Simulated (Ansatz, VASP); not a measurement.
# Two plane-wave programs on HfO2

POSCAR

```
HfO2
1.0
    3.5768243321      0.0000000000      0.0000000000
    0.0000000000      3.5768243321      0.0000000000
    0.0000000000      0.0000000000      5.2026739521
Hf O
2 4
Direct
    0.5000000000      0.5000000000      0.4982771114
    0.0000000000      0.0000000000     -0.0017228886
    0.0000000000      0.5000000000      0.7057739773
    0.5000000000      0.0000000000      0.8134469081
    0.5000000000      0.0000000000      0.3134469081
    0.0000000000      0.5000000000      0.2057739773
```

Contents of INCAR.step1:

```
PREC     = Accurate       # precision mode
ENCUT    = 520            # plane-wave cutoff, eV
ISMEAR   = 0              # smearing method
SIGMA    = 0.05           # smearing width, eV
LREAL    = F              # projectors in reciprocal space
LASPH    = T              # aspherical terms in the spheres
NELM     = 80             # most SCF steps
NBANDS   = 31             # bands
GGA      = PE             # functional
ALGO     = Normal         # electronic algorithm
EDIFF    = 1E-4           # SCF threshold, eV
LWAVE    = T              # write WAVECAR
LCHARG   = F              # write CHGCAR
```

INCAR.step2

```
PREC     = Accurate       # precision mode
ENCUT    = 520            # plane-wave cutoff, eV
EDIFF    = 1E-7           # SCF threshold, eV
ISMEAR   = 0              # smearing method
SIGMA    = 0.05           # smearing width, eV
LREAL    = F              # projectors in reciprocal space
LASPH    = T              # aspherical terms in the spheres
NELM     = 80             # most SCF steps
ALGO     = Normal         # electronic algorithm
ISIF     = 2              # what is computed and relaxed
LWAVE    = F              # write WAVECAR
LCHARG   = F              # write CHGCAR
METAGGA  = R2SCAN         # meta-GGA
LMIXTAU  = T            
NBANDS   = 31             # bands
ISTART   = 1
```

KPOINTS

```
regular mesh
0
Gamma
  6 6 6
```

Input for Ansatz:

```yaml
crystal:
  lattice:
    - [3.5768243321, 0.0, 0.0]
    - [0.0, 3.5768243321, 0.0]
    - [0.0, 0.0, 5.2026739521]
  atoms:
    - { symbol: Hf, position: [0.5, 0.5, 0.4982771114] }
    - { symbol: Hf, position: [0.0, 0.0, -0.0017228886] }
    - { symbol: O, position: [0.0, 0.5, 0.7057739773] }
    - { symbol: O, position: [0.5, 0.0, 0.8134469081] }
    - { symbol: O, position: [0.5, 0.0, 0.3134469081] }
    - { symbol: O, position: [0.0, 0.5, 0.2057739773] }
basis:
  ecutwfc: 500
kpoints:
  mp_grid: { grid: [6, 6, 6] }
hamiltonian:
  xc: r2scan
scf:
  occupations: { method: gaussian, width: 0.05 }
output:
  forces: true
  stress: true
  eigenvalues: true
```

Change from the starting cell: mode 10 (318.6 1/cm) frozen in, largest displacement +0.050 Å.

Alike in both runs: task single point; functional r2SCAN; k mesh 6 × 6 × 6; occupations gaussian, width 0.05 eV; no spin polarisation.

```csv
,VASP,Ansatz
version,VASP 6.6.1,Ansatz 0.2.0
potentials or method,"VASP PAW PBE potentials, release 64 (Hf_pv, O), cutoff 520 eV","scalar-relativistic, plane waves, PAW"
valence electrons in the cell,44,76
```

Ansatz gave:

- gap on the k mesh at the Fermi level (eV): 5.28
- least direct gap on the mesh (eV): 5.35
- pressure (GPa): 0.4
- traceless stress, the component that is largest in VASP (GPa): -0.12
- rms of the force components (eV/Å): 0.243

Q: Estimate VASP's values.

A: gap on the k mesh at the Fermi level (eV): 5.25; least direct gap on the mesh (eV): 5.33; pressure (GPa): -3.2; traceless stress, the component that is largest in VASP (GPa): 0.05; rms of the force components (eV/Å): 0.236.

VASP's potentials were made for PBE, not for r2SCAN. Atom by atom the forces differ by 0.032 eV/Å (rms over components). The functional is the same, so the differences come from potentials, cutoffs and numerics. VASP's potentials hold 44 valence electrons a cell and Ansatz's 76, so a difference there can come from the potentials and not from the codes.

Neither program's run includes spin-orbit coupling.
